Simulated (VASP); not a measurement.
Runs of VASP 6.6.1 on NaCl. It takes space group Fm-3m (No. 225, cubic). The conventional cell has a = 5.605 Å, b = 5.605 Å, c = 5.605 Å, α = 90.00°, β = 90.00°, γ = 90.00°. Within 3.7 Å of Na (site symmetry m-3m) lie 6 Cl at 2.80 Å. Cl (site symmetry m-3m) has 6 Na at 2.80 Å within 3.7 Å. 

| level | potentials or basis | grid for exact exchange (PRECFOCK) | share of exact exchange | screening parameter | gap on the mesh (eV) | pressure (GPa) |
| --- | --- | --- | --- | --- | --- | --- |
| r2SCAN | VASP PAW PBE potentials, release 64 (Na_pv, Cl) | - | - | - | (b) | -0.1 |
| HSE06 | VASP PAW PBE potentials, release 64 (Na_pv, Cl) | Normal | 0.25 | 0.2079 1/Å | 6.55 | (a) |
| PBE | VASP PAW PBE potentials, release 64 (Na_pv, Cl) | - | - | - | 5.18 | 1.3 |
| LDA | VASP PAW LDA potentials, release 64 (Na_pv, Cl) | - | - | - | 4.77 | -2.0 |

Alike in all rows: task single point; no spin polarisation; cell as given; k mesh 4 × 4 × 4; cutoff (eV) 520; smearing gaussian 0.01 eV.

**Question.** Fill in the values left out.

**Answer.** (a) 0.7; (b) 6.00.

Caveats: all runs use coarse meshes; the PAW data sets were made with another functional, which shifts forces and pressure a little (at least some runs).

